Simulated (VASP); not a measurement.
# Al2O3 (R-3c) in VASP: notebook, part 2 of 2

VASP 6.6.1. Earlier steps stand in the parts before.

### 3 Single point, r2SCAN

POSCAR

```
Al2O3
1.0
    2.3793611047      1.3737247743      4.3315925792
   -2.3793611047      1.3737247743      4.3315925792
    0.0000000000     -2.7474495486      4.3315925792
Al O
4 6
Direct
    0.1480885927      0.1480885927      0.1480885927
    0.3519114073      0.3519114073      0.3519114073
    0.6480885927      0.6480885927      0.6480885927
    0.8519114073      0.8519114073      0.8519114073
    0.9436338431      0.5563661569      0.2500000000
    0.4436338431      0.7500000000      0.0563661569
    0.5563661569      0.2500000000      0.9436338431
    0.2500000000      0.9436338431      0.5563661569
    0.7500000000      0.0563661569      0.4436338431
    0.0563661569      0.4436338431      0.7500000000
```

INCAR.step1

```
  ALGO = Normal
  EDIFF = 1E-4
  ENCUT = 520
  GGA = PE
  ISMEAR = 0
  LASPH = T
  LCHARG = F
  LREAL = F
  LWAVE = T
  NBANDS = 35
  NELM = 60
  PREC = Accurate
  SIGMA = 0.01
```

INCAR.step2

```
  ALGO = Normal
  EDIFF = 1E-7
  ENCUT = 520
  ISIF = 2
  ISMEAR = 0
  ISTART = 1
  LASPH = T
  LCHARG = F
  LMIXTAU = T
  LREAL = F
  LWAVE = F
  METAGGA = R2SCAN
  NBANDS = 35
  NELM = 60
  PREC = Accurate
  SIGMA = 0.01
```

KPOINTS

```
k-points
0
Gamma
  6 6 6
```

Potentials or basis: VASP PAW PBE potentials, release 64 (Al, O).

Run with:

```sh
$ cat potpaw_PBE.64/Al/POTCAR potpaw_PBE.64/O/POTCAR > POTCAR
$ cp INCAR.step1 INCAR
$ mpirun -np 1 vasp_std > vasp.out
$ cp INCAR.step2 INCAR
$ mpirun -np 1 vasp_std > vasp.out
```

It took 7.3 min on 1 thread of Intel Xeon 8259CL, shared host; peak memory 0.28 GiB.

Results (log left out):

- Free energy: -96.2696 eV
- Pressure: -0.5 GPa
- Largest force: 0.019 eV/Å
- Band gap on the k mesh: 7.16 eV

Forces on the atoms (eV/Å):
```
Al   0.000  0.000  0.019
Al   0.000  0.000 -0.019
Al   0.000  0.000  0.019
Al   0.000  0.000 -0.019
O    0.012  0.000  0.000
O    0.006  0.011  0.000
O   -0.006 -0.011  0.000
O   -0.006  0.011  0.000
O    0.006 -0.011  0.000
O   -0.012  0.000  0.000
```

Stress tensor (GPa, compression positive):
```
-0.45  0.00  0.00
 0.00 -0.45  0.00
 0.00  0.00 -0.54
```

Levels at points of the mesh, in eV from the valence-band top:
```tsv
k point	band 21	band 22	band 23	band 24	band 25	band 26	band 27	band 28
(0.00, 0.00, 0.00)	-0.52	-0.05	-0.05	0.00	7.16	10.12	11.95	12.59
(0.50, 0.00, 0.00)	-0.93	-0.93	-0.29	-0.29	10.43	10.43	10.71	10.71
(0.50, 0.50, 0.00)	-1.05	-0.92	-0.78	-0.27	10.59	10.79	10.91	11.46
(0.50, 0.50, 0.50)	-0.40	-0.40	-0.40	-0.40	9.63	9.63	12.17	12.17
```

Caveat: the PAW data sets were made with another functional, which shifts forces and pressure a little. A k mesh can miss the band edges.

### 4 Relaxation of cell and atoms, PBE

This run uses another cell than the first one, of 8.74 Å³/atom.

INCAR

```
  ALGO = Normal
  EDIFF = 1E-6
  EDIFFG = -0.005
  ENCUT = 600
  GGA = PE
  IBRION = 2
  ISIF = 3
  ISMEAR = -1
  LASPH = T
  LCHARG = F
  LREAL = F
  LWAVE = F
  NELM = 60
  NSW = 80
  PREC = Accurate
  SIGMA = 0.02
```

KPOINTS is that of step 3.

POSCAR

```
Al2O3
1.0
    2.4025136100      1.3870918800      4.3720844200
   -2.4025136100      1.3870918800      4.3720844200
    0.0000000000     -2.7741837600      4.3720844200
Al O
4 6
Direct
    0.1479040000      0.1479040000      0.1479040000
    0.3520960000      0.3520960000      0.3520960000
    0.6479040000      0.6479040000      0.6479040000
    0.8520960000      0.8520960000      0.8520960000
    0.9438545000      0.5561455000      0.2500000000
    0.4438545000      0.7500000000      0.0561455000
    0.5561455000      0.2500000000      0.9438545000
    0.2500000000      0.9438545000      0.5561455000
    0.7500000000      0.0561455000      0.4438545000
    0.0561455000      0.4438545000      0.7500000000
```

Potentials or basis: VASP PAW PBE potentials, release 64 (Al, O).

Run with:

```sh
$ cat potpaw_PBE.64/Al/POTCAR potpaw_PBE.64/O/POTCAR > POTCAR
$ mpirun -np 1 vasp_std > vasp.out
```

OUTCAR:

```text
EDIFF = 1E-6
   EDIFFG = -0.005
   ENCUT = 600
   GGA = PE
   IBRION = 2
   ISIF = 3
   ISMEAR = -1
   LASPH = T
   LREAL = F
   NELM = 60
   NSW = 80
   PREC = Accurate

 ion  position               nearest neighbor table
   1  0.148  0.148  0.148-   6 1.87  10 1.87   9 1.87   5 1.99   8 1.99   7 1.99   2 2.68   4 2.82
                             4 2.82   4 2.82   2 3.25   2 3.25   2 3.25
   2  0.352  0.352  0.352-   9 1.87  10 1.87   6 1.87   5 1.99   7 1.99   8 1.99   1 2.68   3 2.82
                             3 2.82   3 2.82   1 3.25   1 3.25   1 3.25
   3  0.648  0.648  0.648-   8 1.87   5 1.87   7 1.87  10 1.99   6 1.99   9 1.99   4 2.68   2 2.82
                             2 2.82   2 2.82   4 3.25   4 3.25   4 3.25
   4  0.852  0.852  0.852-   7 1.87   5 1.87   8 1.87  10 1.99   9 1.99   6 1.99   3 2.68   1 2.82
                             1 2.82   1 2.82   3 3.25   3 3.25   3 3.25
   5  0.944  0.556  0.250-   3 1.87   4 1.87   1 1.99   2 1.99
   6  0.444  0.750  0.056-   1 1.87   2 1.87   3 1.99   4 1.99
   7  0.556  0.250  0.944-   4 1.87   3 1.87   2 1.99   1 1.99
   8  0.250  0.944  0.556-   3 1.87   4 1.87   1 1.99   2 1.99
   9  0.750  0.056  0.444-   2 1.87   1 1.87   4 1.99   3 1.99
  10  0.056  0.444  0.750-   1 1.87   2 1.87   3 1.99   4 1.99

  LATTYP: Found a trigonal (rhomboedric) cell.
[... 1058 lines left out ...]

  FORCE on cell =-STRESS in cart. coord.  units (eV):
  Direction    XX          YY          ZZ          XY          YZ          ZX
  --------------------------------------------------------------------------------------
  -------------------------------------------------------------------------------------
  Total       -0.0088328     -0.0088328     -0.0242169      0.0000000      0.0000000      0.0000000
  in kB       -0.1618637     -0.1618637     -0.4437803      0.0000000      0.0000000      0.0000000
  external PRESSURE =      -0.2558359 kB  Pullay stress =       0.0000000 kB

 VOLUME and BASIS-vectors are now :
 -----------------------------------------------------------------------------
  energy-cutoff  :      600.00
  volume of cell :       87.43
      direct lattice vectors                 reciprocal lattice vectors
     2.402829672  1.387274358  4.371432836     0.208087991  0.120139658  0.076252649
    -2.402829672  1.387274358  4.371432836    -0.208087991  0.120139658  0.076252649
     0.000000000 -2.774548717  4.371432836     0.000000000 -0.240279316  0.076252649

 POSITION                                       TOTAL-FORCE (eV/Angst)
 -----------------------------------------------------------------------------------
      0.00000      0.00000      1.93908         0.000000      0.000000     -0.003652
      0.00000      0.00000      4.61807         0.000000      0.000000      0.003652
      0.00000      0.00000      8.49623         0.000000      0.000000     -0.003652
      0.00000      0.00000     11.17522         0.000000      0.000000      0.003652
      0.93136      1.38727      7.65001         0.002672      0.000000      0.000000
     -0.73574      1.50022      5.46429         0.001336      0.002314      0.000000
      0.73574     -1.50022      7.65001        -0.001336     -0.002314      0.000000
     -1.66709      0.11294      7.65001        -0.001336      0.002314      0.000000
      1.66709     -0.11294      5.46429         0.001336     -0.002314      0.000000
     -0.93136     -1.38727      5.46429        -0.002672      0.000000      0.000000
 -----------------------------------------------------------------------------------
    total drift:                               -0.000000      0.000000      0.000000

  FREE ENERGIE OF THE ION-ELECTRON SYSTEM (eV)
  ---------------------------------------------------
  free  energy   TOTEN  =       -74.8320552238 eV

  energy  without entropy=      -74.8320552238  energy(sigma->0) =      -74.83205522

 reached required accuracy - stopping structural energy minimisation
```

CONTCAR:

```text
Al2O3
   1.00000000000000
     2.4028296718358653    1.3872743583862281    4.3714328358081112
    -2.4028296718358653    1.3872743583862281    4.3714328358081112
     0.0000000000000000   -2.7745487167724563    4.3714328358081112
  Al              O
     4     6
Direct
     0.1478601565556462    0.1478601565556462    0.1478601565556462
     0.3521398434443538    0.3521398434443538    0.3521398434443538
     0.6478601565556462    0.6478601565556462    0.6478601565556462
     0.8521398434443538    0.8521398434443538    0.8521398434443538
     0.9438042578380271    0.5561957421619729    0.2500000000000000
     0.4438042578380271    0.7500000000000000    0.0561957421619729
     0.5561957421619729    0.2500000000000000    0.9438042578380271
     0.2500000000000000    0.9438042578380271    0.5561957421619729
     0.7500000000000000    0.0561957421619729    0.4438042578380271
     0.0561957421619729    0.4438042578380271    0.7500000000000000

  0.00000000E+00  0.00000000E+00  0.00000000E+00
  0.00000000E+00  0.00000000E+00  0.00000000E+00
  0.00000000E+00  0.00000000E+00  0.00000000E+00
  0.00000000E+00  0.00000000E+00  0.00000000E+00
  0.00000000E+00  0.00000000E+00  0.00000000E+00
  0.00000000E+00  0.00000000E+00  0.00000000E+00
  0.00000000E+00  0.00000000E+00  0.00000000E+00
  0.00000000E+00  0.00000000E+00  0.00000000E+00
  0.00000000E+00  0.00000000E+00  0.00000000E+00
  0.00000000E+00  0.00000000E+00  0.00000000E+00
```

It took 2.7 min on 1 thread of Intel Xeon 8259CL, shared host; peak memory 0.3 GiB.

Results:

- Free energy: -74.8321 eV
- Relaxed volume: 8.74 Å³/atom
- Relaxed cell: a = 5.178 Å, b = 5.178 Å, c = 5.178 Å, α = 55.30°, β = 55.30°, γ = 55.30°
- Space group after relaxing (to 0.1 Å): R-3c (No. 167)
- Energy gained by relaxing: 0.0 meV/atom
- Ionic steps: 2
- Pressure after relaxing: 0.0 GPa
- Largest force after relaxing: 0.004 eV/Å
- Band gap on the k mesh: 5.87 eV

Forces on the atoms (eV/Å):
```
Al   0.000  0.000 -0.004
Al   0.000  0.000  0.004
Al   0.000  0.000 -0.004
Al   0.000  0.000  0.004
O    0.003  0.000  0.000
O    0.001  0.002  0.000
O   -0.001 -0.002  0.000
O   -0.001  0.002  0.000
O    0.001 -0.002  0.000
O   -0.003  0.000  0.000
```

Final structure:
```
CELL_PARAMETERS angstrom
2.40283 1.38727 4.37143
-2.40283 1.38727 4.37143
0.00000 -2.77455 4.37143
ATOMIC_POSITIONS crystal
Al 0.14786 0.14786 0.14786
Al 0.35214 0.35214 0.35214
Al 0.64786 0.64786 0.64786
Al 0.85214 0.85214 0.85214
O 0.94380 0.55620 0.25000
O 0.44380 0.75000 0.05620
O 0.55620 0.25000 0.94380
O 0.25000 0.94380 0.55620
O 0.75000 0.05620 0.44380
O 0.05620 0.44380 0.75000
```

### 5 Summary

```csv
task,level,cell,cutoff (eV),smearing,gap on the mesh (eV),pressure (GPa),largest force (eV/Å)
single point,r2SCAN,"a = 5.129 Å, angles 55.3°, 10 atoms",520,fermi-dirac 0.02 eV,7.16,-0.5,0.02
single point,r2SCAN,"a = 5.129 Å, angles 55.3°, 10 atoms",520,gaussian 0.01 eV,7.16,-0.5,0.02
relaxation of cell and atoms,PBE,"relaxed from a = 5.178 Å, angles 55.3°, 10 atoms",600,fermi-dirac 0.02 eV,5.87,0.0,-
```

Alike in all rows: potentials or basis VASP PAW PBE potentials, release 64 (Al, O); no spin polarisation; k mesh 6 × 6 × 6.

Caveats: the PAW data sets were made with another functional, which shifts forces and pressure a little (at least some runs).

Total energies depend on the potentials used, so only differences within one code and one set of settings carry meaning.
